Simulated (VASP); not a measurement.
# Li2S (Fm-3m) in VASP: notebook

Li2S is run at these levels: revPBE+D3(BJ), PBE+D3(BJ), PBEsol, PBE+D4; tasks: single point, relaxation of cell and atoms.

All numbers are computed with VASP 6.6.1; they aren't measurements. Logs are shortened: lines on timing, memory, paths and dates and some standing lists are left out, and cuts for length are marked.

**1. The cell of the first run**

It takes space group Fm-3m (No. 225, cubic). Conventional cell: a = 5.500 Å, b = 5.500 Å, c = 5.500 Å, α = 90.00°, β = 90.00°, γ = 90.00°. Within 3.1 Å of Li (site symmetry -43m) lie 4 S at 2.38 Å and 6 Li at 2.75 Å. S (site symmetry m-3m) has 8 Li at 2.38 Å within 3.1 Å.

**2. Single point, revPBE+D3(BJ)**

INCAR

```
SYSTEM = Li2S
PREC = Accurate
ENCUT = 750
EDIFF = 1E-6
ISMEAR = 0
SIGMA = 0.01
LREAL = .False.
LASPH = .True.
NELM = 120
ALGO = Normal
ISIF = 2
LWAVE = .False.
LCHARG = .False.
GGA = RE
IVDW = 12
NBANDS = 13
GGA_COMPAT = .False.
```

KPOINTS

```
regular mesh
0
Gamma
  6 6 6
  0 0 0
```

POSCAR

```
Li2S
1.0
    0.0000000000      2.7499145979      2.7499145979
    2.7499145979      0.0000000000      2.7499145979
    2.7499145979      2.7499145979      0.0000000000
Li S
2 1
Direct
    0.2500000000      0.2500000000      0.2500000000
    0.7500000000      0.7500000000      0.7500000000
    0.0000000000      0.0000000000      0.0000000000
```

Potentials or basis: VASP PAW PBE potentials, release 64 (Li_sv, S).

Started as:

```console
$ cat potpaw_PBE.64/Li_sv/POTCAR potpaw_PBE.64/S/POTCAR > POTCAR
$ mpirun -np 1 vasp_std > vasp.out
```

OUTCAR:

```text
SYSTEM = Li2S
   PREC = Accurate
   ENCUT = 750
   EDIFF = 1E-6
   ISMEAR = 0
   LREAL = .False.
   LASPH = .True.
   NELM = 120
   ISIF = 2
   GGA = RE
   IVDW = 12
 IVDW          = 12

 ion  position               nearest neighbor table
   1  0.250  0.250  0.250-   3 2.38   3 2.38   3 2.38   3 2.38
   2  0.750  0.750  0.750-   3 2.38   3 2.38   3 2.38   3 2.38
   3  0.000  0.000  0.000-   2 2.38   2 2.38   2 2.38   1 2.38   2 2.38   1 2.38   1 2.38   1 2.38

  LATTYP: Found a face centered cubic cell.
 ALAT       =     5.4998291958

  Lattice vectors:

 A1 = (   0.0000000000,   2.7499145979,   2.7499145979)
 A2 = (   2.7499145979,   0.0000000000,   2.7499145979)
 A3 = (   2.7499145979,   2.7499145979,   0.0000000000)

Analysis of symmetry for initial positions (statically):
=====================================================================
 Subroutine PRICEL returns:
 Original cell was already a primitive cell.

 Routine SETGRP: Setting up the symmetry group for a
 face centered cubic supercell.

 Subroutine GETGRP returns: Found 48 space group operations
 (whereof 48 operations were pure point group operations)
 out of a pool of 48 trial point group operations.

The static configuration has the point symmetry O_h .

Analysis of symmetry for dynamics (positions and initial velocities):
=====================================================================
 Subroutine PRICEL returns:
 Original cell was already a primitive cell.

 Routine SETGRP: Setting up the symmetry group for a
 face centered cubic supercell.

 Subroutine GETGRP returns: Found 48 space group operations
 (whereof 48 operations were pure point group operations)
 out of a pool of 48 trial point group operations.

The dynamic configuration has the point symmetry O_h .

 Subroutine INISYM returns: Found 48 space group operations
 (whereof 48 operations are pure point group operations),
 and found     1 'primitive' translations

----------------------------------------------------------------------------------------

                                     Primitive cell

  volume of cell :      41.5899

  direct lattice vectors                    reciprocal lattice vectors
     0.000000000  2.749914598  2.749914598    -0.181823828  0.181823828  0.181823828
     2.749914598  0.000000000  2.749914598     0.181823828 -0.181823828  0.181823828
     2.749914598  2.749914598  0.000000000     0.181823828  0.181823828 -0.181823828

  length of vectors
     3.888966520  3.888966520  3.888966520     0.314928109  0.314928109  0.314928109

  position of ions in fractional coordinates (direct lattice)
     0.250000000  0.250000000  0.250000000
     0.750000000  0.750000000  0.750000000
     0.000000000  0.000000000  0.000000000

  ion indices of the primitive-cell ions
   primitive index   ion index
                 1           1
                 2           2
                 3           3

----------------------------------------------------------------------------------------

 KPOINTS: regular mesh

Automatic generation of k-mesh.
 Grid dimensions read from file:
 generate k-points for:    6    6    6

 Generating k-lattice:

  Cartesian coordinates                     Fractional coordinates (reciprocal lattice)
    -0.030303971  0.030303971  0.030303971     0.166666667  0.000000000  0.000000000
     0.030303971 -0.030303971  0.030303971     0.000000000  0.166666667  0.000000000
     0.030303971  0.030303971 -0.030303971     0.000000000  0.000000000  0.166666667

  Length of vectors
     0.052488018  0.052488018  0.052488018

  Shift w.r.t. Gamma in fractional coordinates (k-lattice)
     0.000000000  0.000000000  0.000000000

 Subroutine IBZKPT returns following result:
 ===========================================

 Found     16 irreducible k-points:

 Following reciprocal coordinates:
            Coordinates               Weight
  0.000000  0.000000  0.000000      1.000000
  0.166667  0.000000  0.000000      8.000000
  0.333333  0.000000  0.000000      8.000000
  0.500000  0.000000  0.000000      4.000000
  0.166667  0.166667  0.000000      6.000000
  0.333333  0.166667  0.000000     24.000000
[... 8 lines left out ...]
 -0.333333  0.333333  0.166667     24.000000
 -0.333333  0.500000  0.166667     12.000000
   k-points           NKPTS =     16   k-points in BZ     NKDIM =     16   number of bands    NBANDS=     13
   number of dos      NEDOS =    301   number of ions     NIONS =      3
   total plane-waves  NPLWV =  46656
   dimension x,y,z NGX =    36 NGY =   36 NGZ =   36
   dimension x,y,z NGXF=    72 NGYF=   72 NGZF=   72
   ions per type =               2   1
   NGX,Y,Z   is equivalent  to a cutoff of  15.39, 15.39, 15.39 a.u.
   NGXF,Y,Z  is equivalent  to a cutoff of  30.78, 30.78, 30.78 a.u.
 SYSTEM =  Li2S
   PREC   = accura    normal or accurate (medium, high low for compatibility)
   ISTART =      0    job   : 0-new  1-cont  2-samecut
   ICHARG =      2    charge: 1-file 2-atom 10-const
   ISPIN  =      1    spin polarized calculation?
   LNONCOLLINEAR =      F non collinear calculations
   LSORBIT =      F    spin-orbit coupling
   LASPH  =      T    aspherical Exc in radial PAW
   ENCUT  =  750.0 eV  55.12 Ry    7.42 a.u.   8.68  8.68  8.68*2*pi/ulx,y,z
   NELM   =    120;   NELMIN=  2; NELMDL= -5     # of ELM steps
   EDIFF  = 0.1E-05   stopping-criterion for ELM
   LREAL  =      F    real-space projection
   EDIFFG = 0.1E-04   stopping-criterion for IOM
   NSW    =      0    number of steps for IOM
   IBRION =     -1    ionic relax: 0-MD 1-quasi-New 2-CG
   NFREE  =      0    steps in history (QN), initial steepest desc. (CG)
   ISIF   =      2    stress and relaxation
   ISYM   =      2    0-nonsym 1-usesym 2-fastsym
   POTIM  = 0.5000    time-step for ionic-motion
   TEBEG  =    0.0;   TEEND  =   0.0 temperature during run
   PSTRESS=    0.0 pullay stress
   NELECT =      12.0000    total number of electrons
   NUPDOWN=      -1.0000    fix difference up-down
   EMIN   =  10.00;   EMAX   =-10.00  energy-range for DOS
   EFERMI =   0.00;   METHOD = LEGACY
   ISMEAR =     0;   SIGMA  =   0.01  broadening in eV -4-tet -1-fermi 0-gaus
   EFERMI_NEDOS =   21; number of points for ismear=-14 and -15
   IALGO  =     38    algorithm
   IMIX   =      4    mixing-type and parameters
     AMIX     =   0.40;   BMIX     =  1.00
     AMIX_MAG =   1.60;   BMIX_MAG =  1.00
  volume/ion in A,a.u.               =      13.86        93.55
  Fermi-wavevector in a.u.,A,eV,Ry     =   1.081781  2.044270 15.922222  1.170250
  Thomas-Fermi vector in A             =   2.217806
   LORBIT       =      0    0 simple, 1 ext, 2 COOP (PROOUT), +10 PAW based schemes
   GGA     = RE    functional components
   LHFCALC =     F    Hartree Fock is set to
   AEXX    =    0.0000 exact exchange contribution
   IVDW    =    12    specifies the selected vdW correction
   LEPSILON=     F    determine dielectric tensor
   LRPA    =     F    only Hartree local field effects (RPA)
 non-spin polarized calculation
 Gauss-broadening in eV      SIGMA  =   0.01
  energy-cutoff  :      750.00
  volume of cell :       41.59
 maximum number of plane-waves:      1964
   NGX = 17   NGY = 17   NGZ = 17

 number of electron      12.0000002 magnetization

 Free energy of the ion-electron system (eV)
  ---------------------------------------------------
  ext. energy  EPLUGINS =         0.00000000
  ---------------------------------------------------
  free energy    TOTEN  =       -11.33440048 eV

  energy without entropy =      -11.33440048  energy(sigma->0) =      -11.33440048

 E-fermi :   2.4025     XC(G=0):  -8.7575

 val. band max:        2.2346975973   @ k =   0.0000   0.0000   0.0000
 cond. band min:       5.6452179713   @ k =   0.5000   0.5000   0.0000
 fundamental gap:      3.4105203740
 Fermi energy:         2.4025222935

 k-point     1 :       0.0000    0.0000    0.0000
  band No.  band energies     occupation
      1     -41.9176      2.00000
      2     -41.8555      2.00000
      3      -9.0842      2.00000
      4       2.2347      2.00000
      5       2.2347      2.00000
      6       2.2347      2.00000
      7       7.1992      0.00000
      8       8.6033      0.00000
      9       8.6033      0.00000
     10       8.6033      0.00000
     11      13.6800      0.00000
     12      13.6800      0.00000
     13      15.3705      0.00000

 k-point     2 :       0.1667    0.0000    0.0000
  band No.  band energies     occupation
      1     -41.9131      2.00000
      2     -41.8593      2.00000
      3      -8.9685      2.00000
      4       1.1829      2.00000
      5       2.0651      2.00000
      6       2.0651      2.00000
      7       7.8231      0.00000
      8       9.0153      0.00000
      9       9.0154      0.00000
     10       9.3791      0.00000
     11      12.4849      0.00000
     12      12.4849      0.00000
     13      15.7096      0.00000

 k-point     3 :       0.3333    0.0000    0.0000
  band No.  band energies     occupation
      1     -41.9010      2.00000
      2     -41.8700      2.00000
      3      -8.7092      2.00000
      4      -0.3365      2.00000
      5       1.7786      2.00000
      6       1.7786      2.00000
      7       8.5792      0.00000
      8       9.1491      0.00000
      9       9.1491      0.00000
     10      10.7608      0.00000
     11      13.0781      0.00000
     12      13.0781      0.00000
     13      16.5862      0.00000
[... 177 lines left out ...]
 k-point    15 :      -0.3333    0.3333    0.1667
  band No.  band energies     occupation
      1     -41.8848      2.00000
      2     -41.8847      2.00000
      3      -8.4396      2.00000
      4      -0.4086      2.00000
      5       0.5083      2.00000
      6       0.8934      2.00000
      7       8.0890      0.00000
      8       9.5933      0.00000
      9      11.7305      0.00000
     10      12.3207      0.00000
     11      12.5295      0.00000
     12      14.8815      0.00000
     13      16.2298      0.00000

 k-point    16 :      -0.3333    0.5000    0.1667
  band No.  band energies     occupation
      1     -41.8897      2.00000
      2     -41.8795      2.00000
      3      -8.4008      2.00000
      4       0.0227      2.00000
      5       0.3053      2.00000
      6       0.3988      2.00000
      7       7.0650      0.00000
      8      10.5708      0.00000
      9      11.1631      0.00000
     10      12.8825      0.00000
     11      14.7061      0.00000
     12      15.3561      0.00000
     13      15.7281      0.00000

------------------------ aborting loop because EDIFF is reached ----------------------------------------

 Edisp (eV)   -1.72573

 E8    (eV) :    -1.1555

  FORCE on cell =-STRESS in cart. coord.  units (eV):
  Direction    XX          YY          ZZ          XY          YZ          ZX
  --------------------------------------------------------------------------------------
  -------------------------------------------------------------------------------------
  Total      -0.04644    -0.04644    -0.04644     0.00000     0.00000     0.00000
  in kB      -1.78909    -1.78909    -1.78909     0.00000     0.00000     0.00000
  external pressure =       -1.79 kB  Pullay stress =        0.00 kB

 VOLUME and BASIS-vectors are now :
 -----------------------------------------------------------------------------
  energy-cutoff  :      750.00
  volume of cell :       41.59
      direct lattice vectors                 reciprocal lattice vectors
     0.000000000  2.749914598  2.749914598    -0.181823828  0.181823828  0.181823828
     2.749914598  0.000000000  2.749914598     0.181823828 -0.181823828  0.181823828
     2.749914598  2.749914598  0.000000000     0.181823828  0.181823828 -0.181823828

 POSITION                                       TOTAL-FORCE (eV/Angst)
 -----------------------------------------------------------------------------------
      1.37496      1.37496      1.37496        -0.000000     -0.000000      0.000000
      4.12487      4.12487      4.12487        -0.000000      0.000000     -0.000000
      0.00000      0.00000      0.00000         0.000000      0.000000      0.000000
 -----------------------------------------------------------------------------------
    total drift:                                0.000000      0.000000      0.000000

  FREE ENERGIE OF THE ION-ELECTRON SYSTEM (eV)
  ---------------------------------------------------
  free  energy   TOTEN  =       -13.0601297369 eV

  energy  without entropy=      -13.0601297369  energy(sigma->0) =      -13.06012974
```

It took 16 s on 1 thread of Intel Xeon 8259CL, shared host; peak memory 0.21 GiB.

Results:

```yaml
Free_energy: -13.0601 eV
Pressure: -0.2 GPa
Band_gap_on_the_k_mesh: 3.41 eV, indirect (least direct gap 4.96 eV)
Dispersion_energy_per_atom: -0.575 eV
```

Caveat: the PAW data sets were made with another functional, which shifts forces and pressure a little. A k mesh can miss the band edges.

**3. Single point, PBE+D3(BJ)**

This run uses another cell than the first one, of 14.40 Å³/atom, 1.038 times its volume.

INCAR

```
PREC     = Accurate       # precision mode
ENCUT    = 750            # plane-wave cutoff, eV
EDIFF    = 1E-6           # SCF threshold, eV
ISMEAR   = 0              # smearing method
SIGMA    = 0.01           # smearing width, eV
LREAL    = F              # projectors in reciprocal space
LASPH    = T              # aspherical terms in the spheres
NELM     = 120            # most SCF steps
ALGO     = Normal         # electronic algorithm
ISIF     = 2              # what is computed and relaxed
LWAVE    = F              # write WAVECAR
LCHARG   = F              # write CHGCAR
GGA      = PE             # functional
IVDW     = 12             # dispersion correction
NBANDS   = 13             # bands
GGA_COMPAT= F
```

KPOINTS

```
Automatic mesh
0
Gamma
  6 6 6
```

POSCAR

```
Li2S
1.0
    0.0000000000      2.7847587176      2.7847587176
    2.7847587176      0.0000000000      2.7847587176
    2.7847587176      2.7847587176      0.0000000000
Li S
2 1
Direct
    0.2500000000      0.2500000000      0.2500000000
    0.7500000000      0.7500000000      0.7500000000
    0.0000000000      0.0000000000      0.0000000000
```

Potentials or basis: VASP PAW PBE potentials, release 64 (Li_sv, S).

Started as:

```console
$ cat potpaw_PBE.64/Li_sv/POTCAR potpaw_PBE.64/S/POTCAR > POTCAR
$ mpirun -np 1 vasp_std > vasp.out
```

Run time: 18 s. Hardware: 1 thread of Intel Xeon 8259CL, shared host; peak memory 0.21 GiB.

Results (log left out):

* Free energy: -12.8106 eV
* Pressure: -0.1 GPa
* Band gap on the k mesh: 3.34 eV, indirect (least direct gap 4.63 eV)
* Dispersion energy per atom: -0.283 eV

Levels at points of the mesh, in eV from the valence-band top:
| k point | band 3 | band 4 | band 5 | band 6 | band 7 | band 8 | band 9 | band 10 |
| --- | --- | --- | --- | --- | --- | --- | --- | --- |
| (0.00, 0.00, 0.00) | -11.21 | 0.00 | 0.00 | 0.00 | 4.63 | 6.26 | 6.26 | 6.26 |
| (0.50, 0.00, 0.00) | -10.72 | -3.10 | -0.56 | -0.56 | 6.43 | 6.60 | 6.60 | 8.75 |
| (0.50, 0.50, 0.00) | -10.58 | -2.31 | -1.56 | -1.56 | 3.34 | 7.27 | 11.60 | 11.60 |

(Continued in part 2 of 2.)
